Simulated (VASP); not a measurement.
## Y: single point with r2SCAN

The system is Y.

```
Y
1.0
     0.00000    2.57571    2.57571
     2.57571    0.00000    2.57571
     2.57571    2.57571    0.00000
Y
1
Direct
  0.00000 0.00000 0.00000
```

This isn't the form of Y at room conditions, which is hcp.

```json
{
  "Program": "VASP 6.6.1",
  "Task": "single point",
  "Functional": "r2SCAN",
  "Potentials or basis": "VASP PAW PBE potentials, release 64 (Y_sv)",
  "Cutoff": "520 eV",
  "k mesh": "14 × 14 × 14",
  "Occupations": "gaussian, width 0.1 eV",
  "Spin": "no spin polarisation",
  "Dipole correction": "no",
  "Further INCAR settings": "ALGO = Normal; EDIFF = 1e-06; NBANDS = 12"
}
```

| Item | Value |
| --- | --- |
| Pressure | -0.9 GPa |
| Band gap on the k mesh | zero (an odd number of electrons rules out a gap without spin polarisation) |

Levels at points of the mesh, in eV from the Fermi level:
| k point | band 1 | band 2 | band 3 | band 4 | band 5 | band 6 | band 7 | band 8 | band 9 | band 10 |
| --- | --- | --- | --- | --- | --- | --- | --- | --- | --- | --- |
| (0.00, 0.00, 0.00) | -44.32 | -23.38 | -23.38 | -23.38 | -4.93 | 1.99 | 1.99 | 1.99 | 4.01 | 4.01 |
| (0.50, 0.00, 0.00) | -44.26 | -23.89 | -23.44 | -23.44 | -1.95 | 0.30 | 1.82 | 1.82 | 5.38 | 5.38 |
| (0.50, 0.50, 0.00) | -44.24 | -23.85 | -23.56 | -23.56 | -1.69 | -0.75 | 1.81 | 5.41 | 5.76 | 5.76 |

Wall time 5.4 min on 1 thread of Intel Xeon 8259CL, with other jobs on the host, peak memory 0.21 GiB.

Caveat: the PAW data sets were made with another functional, which shifts forces and pressure a little.
